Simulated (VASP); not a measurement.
Set up this calculation in VASP 6.6.1, as the native input.

```
Task                   : single point
Functional             : PBE
Potentials or basis    : VASP PAW PBE potentials, release 64 (Ta_pv, N)
Cutoff                 : 520 eV
k mesh                 : 3 × 3 × 2
Occupations            : gaussian, width 0.05 eV
Spin                   : no spin polarisation
Dipole correction      : no
Further INCAR settings : LREAL = Auto; ALGO = Normal; EDIFF = 1e-06; NBANDS = 249
```

The structure of TaN lies in POSCAR:

```
TaN
1.0
    8.8140000000      0.0000000000      0.0000000000
   -4.4070000000      7.6331480000      0.0000000000
    0.0000000000      0.0000000000      8.6490000000
Ta N
27 27
Direct
    0.1111110000      0.2222220000      0.1666670000
    0.1111110000      0.2222220000      0.5000000000
    0.1111110000      0.2222220000      0.8333330000
    0.1111110000      0.5555560000      0.1666670000
    0.1111110000      0.5555560000      0.5000000000
    0.1111110000      0.5555560000      0.8333330000
    0.1111110000      0.8888890000      0.1666670000
    0.1111110000      0.8888890000      0.5000000000
    0.1111110000      0.8888890000      0.8333330000
    0.4444440000      0.2222220000      0.1666670000
    0.4444440000      0.2222220000      0.5000000000
    0.4444440000      0.2222220000      0.8333330000
    0.4444440000      0.5555560000      0.1666670000
    0.4444440000      0.5555560000      0.5000000000
    0.4444440000      0.5555560000      0.8333330000
    0.4444440000      0.8888890000      0.1666670000
    0.4444440000      0.8888890000      0.5000000000
    0.4444440000      0.8888890000      0.8333330000
    0.7777780000      0.2222220000      0.1666670000
    0.7777780000      0.2222220000      0.5000000000
    0.7777780000      0.2222220000      0.8333330000
    0.7777780000      0.5555560000      0.1666670000
    0.7777780000      0.5555560000      0.5000000000
    0.7777780000      0.5555560000      0.8333330000
    0.7777780000      0.8888890000      0.1666670000
    0.7777780000      0.8888890000      0.5000000000
    0.7777780000      0.8888890000      0.8333330000
    0.0000000000      0.0000000000      0.0000000000
    0.0000000000      0.0000000000      0.3333330000
    0.0000000000      0.0000000000      0.6666670000
    0.0000000000      0.3333330000      0.0000000000
    0.0000000000      0.3333330000      0.3333330000
    0.0000000000      0.3333330000      0.6666670000
    0.0000000000      0.6666670000      0.0000000000
    0.0000000000      0.6666670000      0.3333330000
    0.0000000000      0.6666670000      0.6666670000
    0.3333330000      0.0000000000      0.0000000000
    0.3333330000      0.0000000000      0.3333330000
    0.3333330000      0.0000000000      0.6666670000
    0.3333330000      0.3333330000      0.0000000000
    0.3333330000      0.3333330000      0.3333330000
    0.3333330000      0.3333330000      0.6666670000
    0.3333330000      0.6666670000      0.0000000000
    0.3333330000      0.6666670000      0.3333330000
    0.3333330000      0.6666670000      0.6666670000
    0.6666670000      0.0000000000      0.0000000000
    0.6666670000      0.0000000000      0.3333330000
    0.6666670000      0.0000000000      0.6666670000
    0.6666670000      0.3333330000      0.0000000000
    0.6666670000      0.3333330000      0.3333330000
    0.6666670000      0.3333330000      0.6666670000
    0.6666670000      0.6666670000      0.0000000000
    0.6666670000      0.6666670000      0.3333330000
    0.6666670000      0.6666670000      0.6666670000
```

The input as run:

INCAR

```
SYSTEM = TaN
PREC = Accurate
ENCUT = 520
EDIFF = 1E-6
ISMEAR = 0
SIGMA = 0.05
LREAL = Auto
LASPH = .True.
NELM = 80
ALGO = Normal
ISIF = 2
LWAVE = .False.
LCHARG = .True.
GGA = PE
LELF = .True.
LVHAR = .True.
NBANDS = 249
LUSENCCL = .False.
```

KPOINTS

```
regular mesh
0
Gamma
  3 3 2
  0 0 0
```

Potentials or basis: VASP PAW PBE potentials, release 64 (Ta_pv, N).

The run is started by

```sh
$ cat potpaw_PBE.64/Ta_pv/POTCAR potpaw_PBE.64/N/POTCAR > POTCAR
$ mpirun -np 1 vasp_std > vasp.out
```

Results of the run:

```yaml
Pressure: 5.4 GPa
Band_gap_on_the_k_mesh: zero (bands 216 and 217 overlap by 0.32 eV)
```

Caveat: the k points lie up to 0.36 Å⁻¹ apart; spin-orbit coupling is left out, which moves the levels of the heavy elements.

Run time: 2.4 min on 1 × NVIDIA H100 80GB with 1 thread of AMD EPYC 7R13 Processor (Zen 3), on a shared host, peak memory 1.9 GiB.
